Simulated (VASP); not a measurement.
Set up this calculation in VASP 6.6.1, as the native input.

```
Task                   : single point
Functional             : PBEsol
Potentials or basis    : VASP PAW PBE potentials, release 64 (Fe, Co)
Cutoff                 : 600 eV
k mesh                 : 10 × 10 × 14
Occupations            : gaussian, width 0.02 eV
Spin                   : collinear spin, ferromagnetic start
Starting moments       : [2.6, 2.87, 2.87, 1.99] μB
Dipole correction      : no
Further INCAR settings : ALGO = Normal; EDIFF = 1e-06; NBANDS = 28
```

The structure of Fe3Co lies in POSCAR:

```
Fe3Co
1.0
    4.0235794450      0.0000000000      0.0000000000
    0.0000000000      4.0235794450      0.0000000000
    0.0000000000      0.0000000000      2.8277051700
Fe Co
3 1
Direct
    0.5000000000      0.5000000000      0.0000000000
    0.5000000000      0.0000000000      0.5000000000
    0.0000000000      0.5000000000      0.5000000000
    0.0000000000      0.0000000000      0.0000000000
```

One way to write it, as run:

INCAR

```
PREC = Accurate ; ENCUT = 600
EDIFF = 1E-6 ; ISMEAR = 0
SIGMA = 0.02 ; LREAL = False
LASPH = True ; NELM = 200
ALGO = Normal ; ISIF = 2
LWAVE = False ; LCHARG = True
ISPIN = 2 ; MAGMOM = 2.6 2.87 2.87 1.99
LORBIT = 11 ; LMAXMIX = 4
GGA = PS ; LELF = True
LVHAR = True ; NBANDS = 28
GGA_COMPAT = False
```

KPOINTS

```
Automatic mesh
0
Gamma
  10 10 14
```

Potentials or basis: VASP PAW PBE potentials, release 64 (Fe, Co).

Run with:

```console
$ cat potpaw_PBE.64/Fe/POTCAR potpaw_PBE.64/Co/POTCAR > POTCAR
$ mpirun -np 1 vasp_std > vasp.out
```

Results of the run:

| Property | Result |
| --- | --- |
| Pressure | -8.0 GPa |
| Net moment | 9.27 μB per cell |
| Site moments | Fe +2.36, +2.58 (each value once); Co +1.73 μB |
| Valence electrons inside the program's atomic spheres | Fe 7.27, 7.21 (each value once); Co 8.24 |

Caveat: the cell stands under tension; the PAW data sets were made with another functional, which shifts forces and pressure a little.

Run time: 8.6 min on 1 thread of Intel(R) Xeon(R) Platinum 8175M CPU @ 2.50GHz (Skylake/Cascade Lake) (shared host), peak memory 0.48 GiB.
